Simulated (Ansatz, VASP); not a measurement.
Te: VASP beside Ansatz

POSCAR

```
Te
1.0
    2.3059043427      1.3313144930      1.6909537039
   -2.3059043427      1.3313144930      1.6909537039
    0.0000000000     -2.6626289859      1.6909537039
Te
1
Direct
    0.5000000000      0.5000000000      0.5000000000
```

Contents of INCAR.step1:

```
PREC = Accurate
ENCUT = 520
ISMEAR = 0
SIGMA = 0.15
LREAL = False
LASPH = True
NELM = 80
NBANDS = 9
GGA = PE
ALGO = Normal
EDIFF = 1E-4
LWAVE = True
LCHARG = False
```

The input INCAR.step2:

```
PREC = Accurate
ENCUT = 520
EDIFF = 1E-7
ISMEAR = 0
SIGMA = 0.15
LREAL = False
LASPH = True
NELM = 80
ALGO = Normal
ISIF = 2
LWAVE = False
LCHARG = True
METAGGA = R2SCAN
LMIXTAU = True
LELF = True
LVHAR = True
NBANDS = 9
ISTART = 1
```

File KPOINTS:

```
Automatic mesh
0
Gamma
  18 18 18
```

Input for Ansatz:

```yaml
crystal:
  lattice:
    - [2.3059043427, 1.331314493, 1.6909537039]
    - [-2.3059043427, 1.331314493, 1.6909537039]
    - [0.0, -2.6626289859, 1.6909537039]
  atoms:
    - { symbol: Te, position: [0.5, 0.5, 0.5] }
basis:
  ecutwfc: 500
kpoints:
  mp_grid: { grid: [18, 18, 18] }
hamiltonian:
  xc: r2scan
scf:
  occupations: { method: gaussian, width: 0.15 }
output:
  forces: true
  stress: true
  eigenvalues: true
```

Alike in both runs: task single point; functional r2SCAN; k mesh 18 × 18 × 18; occupations gaussian, width 0.15 eV; no spin polarisation.

```csv
,VASP,Ansatz
version,VASP 6.6.1,Ansatz 0.2.0
potentials or method,"VASP PAW PBE potentials, release 64 (Te), cutoff 520 eV","scalar-relativistic, plane waves, PAW"
valence electrons in the cell,6,16
```

```csv
,VASP,Ansatz,Ansatz less VASP
gap on the k mesh at the Fermi level (eV),none,none,-
pressure (GPa),1.8,1.9,+0.03
"traceless stress, the component that is largest in VASP (GPa)",0.09,0.08,-0.001
```

VASP's potentials were made for PBE, not for r2SCAN. A gap of «none» marks a metal or a gap that the smearing closes. The functional is the same, so the differences come from potentials, cutoffs and numerics. VASP's potentials hold 6 valence electrons a cell and Ansatz's 16, so a difference there can come from the potentials and not from the codes.

Spin-orbit coupling is off throughout.
